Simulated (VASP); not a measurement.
Ru: single point with PBE

Ru:

```
Ru
1.0
     2.60887    0.00000    0.00000
     0.00000    2.60887    0.00000
     0.00000    0.00000    2.60887
Ru
1
Direct
  0.00000 0.00000 0.00000
```

This cell differs from its parent crystal: volume scaled by 1.12.

```json
{
  "Program": "VASP 6.6.1",
  "Task": "single point",
  "Functional": "PBE",
  "Potentials or basis": "VASP PAW PBE potentials, release 64 (Ru_pv)",
  "Cutoff": "520 eV",
  "k mesh": "14 × 14 × 14",
  "Occupations": "fermi-dirac, width 0.1 eV",
  "Spin": "no spin polarisation",
  "Dipole correction": "no",
  "Further INCAR settings": "ALGO = Normal; EDIFF = 1e-06; NBANDS = 13"
}
```

The pressure is -18.8 GPa and the band gap on the k mesh is zero (band 7 reaches 11.81 eV, above the bottom of band 8 at 8.08 eV).

Levels at points of the mesh, in eV from the Fermi level:
```
           k point  band 3  band 4  band 5  band 6  band 7  band 8  band 9  band 10  band 11  band 12
(0.00, 0.00, 0.00)  -42.32   -6.44   -4.52   -4.52    1.35    1.35    1.35    11.10    15.79    15.79
(0.50, 0.00, 0.00)  -42.26   -3.93   -3.89   -0.80   -0.80   -0.01    1.55     6.34    11.10    16.26
(0.50, 0.50, 0.00)  -42.20   -5.06   -3.11   -0.38   -0.38    2.94    5.32     5.32    11.10    12.88
(0.50, 0.50, 0.50)  -42.87   -3.92   -3.92   -3.92    3.08    3.08    9.46    11.10    11.43    11.43
```

It took 9.8 s on 1 thread of Intel(R) Xeon(R) Platinum 8488C (Sapphire Rapids), with other jobs on the host, peak memory 0.14 GiB.
